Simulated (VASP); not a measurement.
# ScMo3: single point with PBE

ScMo3:

```
Sc Mo
1.0
     4.09493    0.00000    0.00000
     0.00000    4.09493    0.00000
     0.00000    0.00000    4.09493
Sc Mo
1 3
Direct
  0.00000 0.00000 0.00000
  0.00000 0.50000 0.50000
  0.50000 0.00000 0.50000
  0.50000 0.50000 0.00000
```

```yaml
Program: VASP 6.6.1
Task: single point
Functional: PBE
Potentials_or_basis: VASP PAW PBE potentials, release 64 (Sc_sv, Mo_sv)
Cutoff: 520 eV
k_mesh: 12 × 12 × 12
Occupations: gaussian, width 0.1 eV
Spin: no spin polarisation
```

```yaml
Pressure: 0.3 GPa
Band_gap_on_the_k_mesh: zero (an odd number of electrons rules out a gap without spin polarisation)
```

Levels at points of the mesh, in eV from the Fermi level:
```
           k point  band 24  band 25  band 26  band 27  band 28  band 29  band 30  band 31
(0.00, 0.00, 0.00)    -0.11    -0.11    -0.11     2.12     2.12     3.48     3.61     3.61
(0.50, 0.00, 0.00)    -1.52    -1.11    -1.11    -0.02     0.39     1.04     1.04     1.10
(0.50, 0.50, 0.00)    -1.64    -1.11    -1.11    -0.92    -0.02     0.42     0.48     0.48
(0.50, 0.50, 0.50)    -0.24    -0.24    -0.24     0.38     0.38     1.22     1.30     1.30
```

It took 7.3 min on 1 thread of Intel Xeon 8259CL (shared host), peak memory 0.28 GiB.
